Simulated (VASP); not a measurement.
Set up this calculation in VASP 6.6.1, as the native input.

```
Task                   : single point
Functional             : PBEsol
Potentials or basis    : VASP PAW PBE potentials, release 64 (Ti_sv, Co)
Cutoff                 : 550 eV
k mesh                 : 10 × 10 × 10
Occupations            : gaussian, width 0.1 eV
Spin                   : no spin polarisation
Dipole correction      : no
Second try             : not_converged
Further INCAR settings : ALGO = All; EDIFF = 1e-06; NBANDS = 39
```

The structure of TiCo2 lies in POSCAR:

```
TiCo2
1.0
   -0.0614309690      3.2394597646      3.3008907336
    3.2394597646     -0.0614309690      3.3008907336
    3.1780287956      3.1780287956      0.0000000000
Ti Co
2 4
Direct
    0.4992268692      0.4992268692      0.5007836160
    0.7507731308      0.7507731308      0.7492163840
    0.1250000000      0.1250000000      0.1250000000
    0.6250000000      0.1250000000      0.1250000000
    0.1250000000      0.1250000000      0.6250000000
    0.1250000000      0.6250000000      0.1250000000
```

This cell differs from its parent crystal: uniaxial strain along c: -3.0 %.

One way to write it, as run:

INCAR

```
  PREC = Accurate
  ENCUT = 550
  EDIFF = 1E-6
  ISMEAR = 0
  SIGMA = 0.1
  LREAL = F
  LASPH = T
  NELM = 300
  ALGO = All
  ISIF = 2
  LWAVE = F
  LCHARG = T
  GGA = PS
  LVHAR = T
  NBANDS = 39
  GGA_COMPAT = F
  ISEARCH = 1
  KPAR = 4
```

KPOINTS

```
regular mesh
0
Gamma
  10 10 10
```

Potentials or basis: VASP PAW PBE potentials, release 64 (Ti_sv, Co).

Command:

```console
$ cat potpaw_PBE.64/Ti_sv/POTCAR potpaw_PBE.64/Co/POTCAR > POTCAR
$ mpirun -np 4 vasp_std > vasp.out
```

It gave:

```
Pressure               : 3.2 GPa
Largest force          : 0.025 eV/Å
Band gap on the k mesh : zero (bands 30 and 31 overlap by 0.70 eV)
```

Caveat: the cell differs from its parent crystal (uniaxial strain along c: -3.0 %); the cell stands under pressure; the PAW data sets were made with another functional, which shifts forces and pressure a little; the run has no spin polarisation, though such a crystal can be magnetic.

Run time: 13 min on 4 MPI ranks on Intel(R) Xeon(R) Platinum 8259CL CPU @ 2.50GHz (Skylake/Cascade Lake) (shared host), peak memory 1.4 GiB a rank.
